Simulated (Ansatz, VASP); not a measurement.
C in VASP and in Ansatz

The input POSCAR:

```
C
1.0
   -2.4558330623      0.0000000000      0.0000000000
   -1.2279165312     -2.1268138194      0.0000000000
    0.0000000000      0.0000000000     10.2572328611
C
6
Direct
    0.6666666667      0.6666666667      0.1714991746
    1.0000000000      1.0000000000      0.8576642774
    0.3333333333      0.3333333333      0.5145817260
    0.6666666667      0.6666666667      0.8577141714
    1.0000000000      0.0000000000      0.5146316200
    0.3333333333      0.3333333333      0.1715490686
```

Contents of INCAR.step1:

```
ALGO = Normal ; EDIFF = 1E-4
ENCUT = 520 ; GGA = PE
ISMEAR = 0 ; LASPH = True
LCHARG = False ; LREAL = False
LWAVE = True ; NBANDS = 21
NELM = 100 ; PREC = Accurate
SIGMA = 0.05
```

The input INCAR.step2:

```
ALGO = Normal ; EDIFF = 1E-6
ENCUT = 520 ; ISIF = 2
ISMEAR = 0 ; ISTART = 1
LASPH = True ; LCHARG = False
LMIXTAU = True ; LREAL = False
LWAVE = False ; METAGGA = R2SCAN
NBANDS = 21 ; NELM = 100
PREC = Accurate ; SIGMA = 0.05
```

File KPOINTS:

```
k-points
0
Gamma
  15 15 3
```

Input for Ansatz:

```yaml
crystal:
  lattice:
    - [-2.4558330623, 0.0, 0.0]
    - [-1.2279165312, -2.1268138194, 0.0]
    - [0.0, 0.0, 10.2572328611]
  atoms:
    - { symbol: C, position: [0.6666666667, 0.6666666667, 0.1714991746] }
    - { symbol: C, position: [1.0, 1.0, 0.8576642774] }
    - { symbol: C, position: [0.3333333333, 0.3333333333, 0.514581726] }
    - { symbol: C, position: [0.6666666667, 0.6666666667, 0.8577141714] }
    - { symbol: C, position: [1.0, 0.0, 0.51463162] }
    - { symbol: C, position: [0.3333333333, 0.3333333333, 0.1715490686] }
basis:
  ecutwfc: 500
kpoints:
  mp_grid: { grid: [15, 15, 3] }
hamiltonian:
  xc: r2scan
scf:
  occupations: { method: gaussian, width: 0.05 }
output:
  forces: true
  stress: true
  eigenvalues: true
```

Alike in both runs: task single point; functional r2SCAN; k mesh 15 × 15 × 3; occupations gaussian, width 0.05 eV; no spin polarisation.

|  | VASP | Ansatz |
| --- | --- | --- |
| version | VASP 6.6.1 | Ansatz 0.2.0 |
| potentials or method | VASP PAW PBE potentials, release 64 (C), cutoff 520 eV | scalar-relativistic, plane waves, PAW |
| valence electrons in the cell | 24 | 24 |

|  | VASP | Ansatz | Ansatz less VASP |
| --- | --- | --- | --- |
| gap on the k mesh at the Fermi level (eV) | 0.51 | 0.51 | +0.001 |
| least direct gap on the mesh (eV) | 0.51 | 0.51 | +0.001 |
| pressure (GPa) | 1.0 | 0.3 | -0.66 |
| traceless stress, the component that is largest in VASP (GPa) | 0.02 | 0.79 | +0.768 |
| rms of the force components (eV/Å) | 0.028 | 0.028 | 0.0000 |

VASP's potentials were made for PBE, not for r2SCAN. Atom by atom the forces differ by 0.000 eV/Å (rms over components). The functional is the same, so the differences come from potentials, cutoffs and numerics.
